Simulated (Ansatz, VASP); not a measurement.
# One calculation of Re, two programs

The input INCAR:

```
PREC = Accurate
ENCUT = 520
EDIFF = 1E-6
ISMEAR = -1
SIGMA = 0.05
LREAL = False
LASPH = True
NELM = 150
ALGO = Fast
ISIF = 2
LWAVE = False
LCHARG = False
MAGMOM = 0 0 0 0 0 0 0 0 0 0 0 0
LORBIT = 11
LSORBIT = True
GGA_COMPAT = False
LORBMOM = True
LMAXMIX = 4
GGA = PE
NBANDS = 42
```

KPOINTS

```
Automatic mesh
0
Gamma
  8 8 3
```

POSCAR

```
Re
1.0
    2.7663873939      0.0000000000      0.0000000000
   -1.3831936969      2.3957617598      0.0000000000
    0.0000000000      0.0000000000      8.9388451600
Re
4
Direct
    0.6666666667      0.3333333333      0.7500000000
    0.0000000000      0.0000000000      0.5000000000
    0.3333333333      0.6666666667      0.2500000000
    0.0000000000      0.0000000000      0.0000000000
```

input.yaml

```yaml
crystal:
  lattice:
    - [2.7663873939, 0.0, 0.0]
    - [-1.3831936969, 2.3957617598, 0.0]
    - [0.0, 0.0, 8.93884516]
  atoms:
    - { symbol: Re, position: [0.6666666667, 0.3333333333, 0.75] }
    - { symbol: Re, position: [0.0, 0.0, 0.5] }
    - { symbol: Re, position: [0.3333333333, 0.6666666667, 0.25] }
    - { symbol: Re, position: [0.0, 0.0, 0.0] }
hamiltonian:
  xc: pbe
  pseudopotentials: { kind: paw_fr }
magnetization:
  noncollinear: true
  spin_orbit: true
kpoints:
  mp_grid: { grid: [8, 8, 3] }
  band_path:
    path:
      - [[0.0, 0.0, 0.0], [0.5, 0.0, 0.0], [0.3333333333, 0.3333333333, 0.0], [0.0, 0.0, 0.0], [0.0, 0.0, 0.5], [0.5, 0.0, 0.5], [0.3333333333, 0.3333333333, 0.5], [0.0, 0.0, 0.5]]
      - [[0.5, 0.0, 0.5], [0.5, 0.0, 0.0]]
      - [[0.3333333333, 0.3333333333, 0.0], [0.3333333333, 0.3333333333, 0.5]]
    npoints: 14
scf:
  occupations: { method: fermi_dirac, width: 0.05 }
  n_extra_bands: 10
output:
  forces: true
  stress: true
  eigenvalues: true
  fatbands: true
  write_density: true
  write_potential: true
  elf: true
  volumetric_format: npy
```

Alike in both runs: functional PBE; k mesh 8 × 8 × 3; occupations fermi-dirac, width 0.05 eV; non-collinear spin, spin-orbit coupling.

```csv
,VASP,Ansatz
version,VASP 6.6.1,Ansatz 0.2.0
potentials or method,"VASP PAW PBE potentials, release 64 (Re)",Ansatz PAW
plane-wave cutoff (eV),520,420
valence electrons in the cell,28,60
task,single point,band structure
```

VASP gave:

```
pressure (GPa)                                                : 4.0
traceless stress, the component that is largest in VASP (GPa) : -0.64
net moment per atom (μB)                                      : 0.00
```

Q: Which values does Ansatz return?

A: Pressure (GPa): 4.3; traceless stress, the component that is largest in VASP (GPa): -0.54; net moment per atom (μB): 0.00.

VASP's potentials hold 28 valence electrons a cell and Ansatz's 60, so a difference there can come from the potentials and not from the codes.
